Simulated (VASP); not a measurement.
# Tc12Au in VASP: further runs, part 2 of 2

VASP 6.6.1.

## (4) Single point, PBE+D3(BJ)

File INCAR:

```
SYSTEM = Tc12Au
PREC     = Accurate       ! precision mode
ENCUT    = 520            ! plane-wave cutoff, eV
EDIFF    = 1E-7           ! SCF threshold, eV
ISMEAR   = -1             ! smearing method
SIGMA    = 0.05           ! smearing width, eV
LREAL    = .False.        ! projectors in reciprocal space
LASPH    = .True.         ! aspherical terms in the spheres
NELM     = 80             ! most SCF steps
ALGO     = Normal         ! electronic algorithm
ISIF     = 2              ! what is computed and relaxed
LWAVE    = .False.        ! write WAVECAR
LCHARG   = .False.        ! write CHGCAR
GGA      = PE             ! functional
IVDW     = 12             ! dispersion correction
NBANDS   = 96             ! bands
```

File KPOINTS:

```
Automatic mesh
0
Gamma
  4 4 1
  0 0 0
```

File POSCAR:

```
Tc12Au
1.0
    5.4800000000      0.0000000000      0.0000000000
    2.7400000000      4.7458190000      0.0000000000
    0.0000000000      0.0000000000     15.3949600000
Tc Au
12 1
Direct
    0.0000000000      0.0000000000      0.0649563234
    0.5000000000      0.0000000000      0.0649563234
   -0.0000000527      0.5000001054      0.0649563234
    0.4999999473      0.5000001054      0.0649563234
   -0.1629114070      0.3258706242      0.1980137655
    0.3337935835      0.3323953147      0.2023904577
   -0.1664992134      0.8314126603      0.2027749991
    0.3351338526      0.8314461635      0.2027674642
    0.0055462320     -0.0118209312      0.3416210890
    0.4950573101      0.0092850149      0.3389787307
   -0.0101877053      0.4989140968      0.3391324823
    0.5107166338      0.4989473893      0.3391367045
    0.2170804937      0.5659160200      0.4842441292
```

Potentials or basis: VASP PAW PBE potentials, release 64 (Tc_pv, Au).

The run is started by

```sh
cat potpaw_PBE.64/Tc_pv/POTCAR potpaw_PBE.64/Au/POTCAR > POTCAR
mpirun -np 1 vasp_std > vasp.out
```

OUTCAR:

```text
SYSTEM = Tc12Au
   PREC = Accurate
   ENCUT = 520
   EDIFF = 1E-7
   ISMEAR = -1
   LREAL = .False.
   LASPH = .True.
   NELM = 80
   ISIF = 2
   GGA = PE
   IVDW = 12
 IVDW          = 12

 ion  position               nearest neighbor table
   1  0.000  0.000  0.065-   5 2.57   7 2.65   8 2.65   4 2.74   3 2.74   2 2.74   2 2.74   3 2.74
                             4 2.74
   2  0.500  0.000  0.065-   6 2.64   8 2.65   7 2.65   3 2.74   4 2.74   1 2.74   1 2.74   4 2.74
                             3 2.74
   3  1.000  0.500  0.065-   5 2.60   7 2.64   6 2.64   2 2.74   1 2.74   4 2.74   4 2.74   1 2.74
                             2 2.74
   4  0.500  0.500  0.065-   5 2.60   8 2.64   6 2.64   1 2.74   2 2.74   3 2.74   3 2.74   2 2.74
                             1 2.74
   5  0.837  0.326  0.198-   1 2.57   3 2.60   4 2.60  11 2.67  12 2.67   8 2.72   7 2.72   9 2.73
                             6 2.74   6 2.74   7 2.76   8 2.76
   6  0.334  0.332  0.202-  10 2.60   2 2.64   3 2.64   4 2.64  12 2.66  11 2.66   7 2.74   8 2.74
                             5 2.74   5 2.74   8 2.74   7 2.74
   7  0.834  0.831  0.203-  11 2.63   3 2.64  10 2.64   9 2.65   2 2.65   1 2.65   5 2.72   8 2.73
                             6 2.74   6 2.74   8 2.75   5 2.76
   8  0.335  0.831  0.203-  12 2.63  10 2.64   4 2.64   2 2.65   9 2.65   1 2.65   5 2.72   7 2.73
                             6 2.74   6 2.74   7 2.75   5 2.76
   9  0.006  0.988  0.342-   7 2.65   8 2.65  11 2.73  12 2.73   5 2.73  10 2.74  10 2.74  12 2.76
                            11 2.76  13 2.97
  10  0.495  0.009  0.339-   6 2.60   8 2.64   7 2.64  11 2.73  12 2.73   9 2.74   9 2.74  12 2.75
                            11 2.76  13 3.46
  11  0.990  0.499  0.339-  12 2.63   7 2.63   6 2.66   5 2.67  13 2.67   9 2.73  10 2.73  10 2.76
                             9 2.76  12 2.85
  12  0.511  0.499  0.339-  11 2.63   8 2.63   6 2.66   5 2.67  13 2.67   9 2.73  10 2.73  10 2.75
                             9 2.76  11 2.85
  13  0.217  0.566  0.484-  12 2.67  11 2.67   9 2.97  10 3.46

  LATTYP: Found a hexagonal cell.
 ALAT       =     5.4799998158
 C/A-ratio  =     2.8092993645

  Lattice vectors:

 A1 = (  -2.7400000000,  -4.7458190000,   0.0000000000)
[... 173 lines left out ...]

 number of electron     167.0000024 magnetization

 Free energy of the ion-electron system (eV)
  ---------------------------------------------------
  ext. energy  EPLUGINS =         0.00000000
  ---------------------------------------------------
  free energy    TOTEN  =      -119.45362494 eV

  energy without entropy =     -119.33086651  energy(sigma->0) =     -119.39224572

 E-fermi :   3.5938     XC(G=0):  -7.7815

 val. band max:        3.5713130401   @ k =   0.5000   0.2500   0.0000
 cond. band min:       3.6495791948   @ k =   0.2500   0.5000   0.0000
 fundamental gap:      0.0782661547
 Fermi energy:         3.5937816566

 k-point     1 :       0.0000    0.0000    0.0000
  band No.  band energies     occupation
      1     -35.9608      2.00000
      2     -35.9311      2.00000
      3     -35.9167      2.00000
      4     -35.9114      2.00000
      5     -35.8923      2.00000
      6     -35.8725      2.00000
[... 969 lines left out ...]
     94       5.1440      0.00000
     95       5.2296      0.00000
 [bands above 95 left out]

------------------------ aborting loop because EDIFF is reached ----------------------------------------

 Edisp (eV)   -5.64948

 E8    (eV) :    -2.7186

  FORCE on cell =-STRESS in cart. coord.  units (eV):
  Direction    XX          YY          ZZ          XY          YZ          ZX
  --------------------------------------------------------------------------------------
  -------------------------------------------------------------------------------------
  Total     -12.34380   -12.56902    -1.12758     0.00377     0.59298     0.03805
  in kB     -49.39568   -50.29696    -4.51221     0.01509     2.37292     0.15227
  external pressure =      -34.73 kB  Pullay stress =        0.00 kB

 VOLUME and BASIS-vectors are now :
 -----------------------------------------------------------------------------
  energy-cutoff  :      520.00
  volume of cell :      400.38
      direct lattice vectors                 reciprocal lattice vectors
     5.480000000  0.000000000  0.000000000     0.182481752 -0.105355893  0.000000000
     2.740000000  4.745819000  0.000000000     0.000000000  0.210711787  0.000000000
     0.000000000  0.000000000 15.394960000     0.000000000  0.000000000  0.064956323

 POSITION                                       TOTAL-FORCE (eV/Angst)
 -----------------------------------------------------------------------------------
      0.00000      0.00000      1.00000        -0.001964     -0.119897     -0.039073
      2.74000      0.00000      1.00000        -0.001281      0.041652      0.132858
      6.85000      2.37291      1.00000         0.043025     -0.001557      0.026803
      4.11000      2.37291      1.00000        -0.047117     -0.001058      0.026920
      5.48013      1.54652      3.04841        -0.002484      0.005639     -0.016124
      2.73995      1.57749      3.11579         0.001278      0.000310      0.000093
      6.84565      3.94573      3.12171        -0.002673      0.000478      0.001591
      4.11470      3.94589      3.12160        -0.003049     -0.001083      0.002770
      2.73800      4.68972      5.25924         0.005722     -0.012036     -0.015693
      2.73836      0.04407      5.21856         0.003086     -0.011223     -0.043268
      6.79120      2.36776      5.22093         0.012896     -0.008571     -0.031412
      4.16584      2.36791      5.22100        -0.003878     -0.011193     -0.037235
      2.74021      2.68574      7.45492        -0.003562      0.118539     -0.008230
 -----------------------------------------------------------------------------------
    total drift:                               -0.000017      0.001184     -0.000257

  FREE ENERGIE OF THE ION-ELECTRON SYSTEM (eV)
  ---------------------------------------------------
  free  energy   TOTEN  =      -125.1031029581 eV

  energy  without entropy=     -124.9803445307  energy(sigma->0) =     -125.04172374
```

It took 29 min on 1 thread of Intel Xeon 8259CL, shared host; peak memory 0.61 GiB.

Results:

| Item | Value |
| --- | --- |
| Free energy | -125.1031 eV |
| Largest force | 0.139 eV/Å |
| Band gap on the k mesh | zero (an odd number of electrons rules out a gap without spin polarisation) |
| Dispersion energy per atom | -0.435 eV |

Forces in eV/Å, atoms in the order of the input:
```
Tc  -0.002 -0.120 -0.039
Tc  -0.001  0.042  0.133
Tc   0.043 -0.002  0.027
Tc  -0.047 -0.001  0.027
Tc  -0.002  0.006 -0.016
Tc   0.001  0.000  0.000
Tc  -0.003  0.000  0.002
Tc  -0.003 -0.001  0.003
Tc   0.006 -0.012 -0.016
Tc   0.003 -0.011 -0.043
Tc   0.013 -0.009 -0.031
Tc  -0.004 -0.011 -0.037
Au  -0.004  0.119 -0.008
```

Caveat: there is no dipole correction, which matters where the two faces differ; spin-orbit coupling is left out, which moves the levels of the heavy elements.

## (5) Summary

```csv
cell,gap on the mesh (eV),largest force (eV/Å)
"as given, atomic positions A",none,0.17
"as given, atomic positions B",none,0.17
"as given, atomic positions C",none,0.14
```

Alike in all rows: task single point; level PBE+D3(BJ); potentials or basis VASP PAW PBE potentials, release 64 (Tc_pv, Au); no spin polarisation; k mesh 4 × 4 × 1; cutoff (eV) 520; smearing fermi-dirac 0.05 eV.

Caveats: there is no dipole correction, which matters where the two faces differ; spin-orbit coupling is left out, which moves the levels of the heavy elements.

Total energies depend on the potentials used, so only differences within one code and one set of settings carry meaning.

The gap in the log of VASP goes by the Fermi energy; the results here count the filled bands.